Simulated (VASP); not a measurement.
# VSi2: single point with PBEsol

The system is VSi2.

```
V Si
1.0
     0.00000    3.96388    4.17888
     2.25373    0.00000    4.17888
     2.25373    3.96388    0.00000
V Si
2 4
Direct
  0.75000 0.75000 0.75000
  0.50000 0.50000 0.50000
  0.08855 0.41145 0.08855
  0.41145 0.08855 0.41145
  0.16145 0.83855 0.16145
  0.83855 0.16145 0.83855
```

| Item | Value |
| --- | --- |
| Program | VASP 6.6.1 |
| Task | single point |
| Functional | PBEsol |
| Potentials or basis | VASP PAW PBE potentials, release 64 (V_sv, Si) |
| Cutoff | 520 eV |
| k mesh | 10 × 10 × 10 |
| Occupations | gaussian, width 0.1 eV |
| Spin | no spin polarisation |

The pressure is 0.3 GPa, the largest force is 0.005 eV/Å and the band gap on the k mesh is zero (band 21 reaches 12.00 eV, above the bottom of band 22 at 11.12 eV).

Forces in eV/Å, atoms in the order of the input:
```
V    0.000  0.000  0.000
V    0.000  0.000  0.000
Si   0.000 -0.005  0.000
Si   0.000  0.005  0.000
Si   0.000  0.005  0.000
Si   0.000 -0.005  0.000
```

Levels at points of the mesh, in eV from the Fermi level:
```csv
k point,band 18,band 19,band 20,band 21,band 22,band 23,band 24,band 25
"(0.00, 0.00, 0.00)",-2.46,-2.32,-2.10,-1.93,0.85,2.34,2.56,2.60
"(0.50, 0.00, 0.00)",-1.80,-1.00,-0.72,0.05,0.49,0.88,1.36,1.97
"(0.50, 0.50, 0.00)",-2.21,-1.85,-1.85,-0.34,-0.34,2.42,2.42,2.44
"(0.50, 0.00, 0.50)",-3.14,-1.73,-1.73,0.26,0.26,2.27,2.27,2.45
"(0.00, 0.50, 0.50)",-1.76,-1.49,-1.49,-0.26,-0.26,1.42,1.42,2.67
```

Wall time 8 min on 1 thread of Oxide Virtual Turin-like Processor, with other jobs on the host, peak memory 0.41 GiB.

Caveat: the PAW data sets were made with another functional, which shifts forces and pressure a little.
